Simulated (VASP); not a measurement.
Wanted: the native input for a VASP 6.6.1 run.

```
Task                   : single point
Functional             : PBEsol
Potentials or basis    : VASP PAW PBE potentials, release 64 (B, N)
Cutoff                 : 600 eV
k mesh                 : 8 × 8 × 8
Occupations            : gaussian, width 0.01 eV
Spin                   : no spin polarisation
Dipole correction      : no
Further INCAR settings : ALGO = Normal; EDIFF = 1e-06; NBANDS = 11
```

The structure of BN lies in POSCAR:

```
BN
1.0
    0.0000000000      1.8048254535      1.8048254535
    1.8048254535      0.0000000000      1.8048254535
    1.8048254535      1.8048254535      0.0000000000
B N
1 1
Direct
    0.0000000000      0.0000000000      0.0000000000
    0.2500000000      0.2500000000      0.2500000000
```

The input as run:

INCAR

```
  PREC = Accurate
  ENCUT = 600
  EDIFF = 1E-6
  ISMEAR = 0
  SIGMA = 0.01
  LREAL = F
  LASPH = T
  NELM = 120
  ALGO = Normal
  ISIF = 2
  LWAVE = F
  LCHARG = F
  GGA = PS
  NBANDS = 11
  GGA_COMPAT = F
```

KPOINTS

```
regular mesh
0
Gamma
  8 8 8
```

Potentials or basis: VASP PAW PBE potentials, release 64 (B, N).

The run is started by

```bash
$ cat potpaw_PBE.64/B/POTCAR potpaw_PBE.64/N/POTCAR > POTCAR
$ mpirun -np 1 vasp_std > vasp.out
```

It gave:

```yaml
Pressure: -0.9 GPa
Band_gap_on_the_k_mesh: 4.28 eV, indirect (least direct gap 8.78 eV)
```

Caveat: the PAW data sets were made with another functional, which shifts forces and pressure a little.

Run time: 6.4 s on 1 thread of Intel(R) Xeon(R) Platinum 8259CL CPU @ 2.50GHz (Skylake/Cascade Lake) (shared host), peak memory 0.12 GiB.
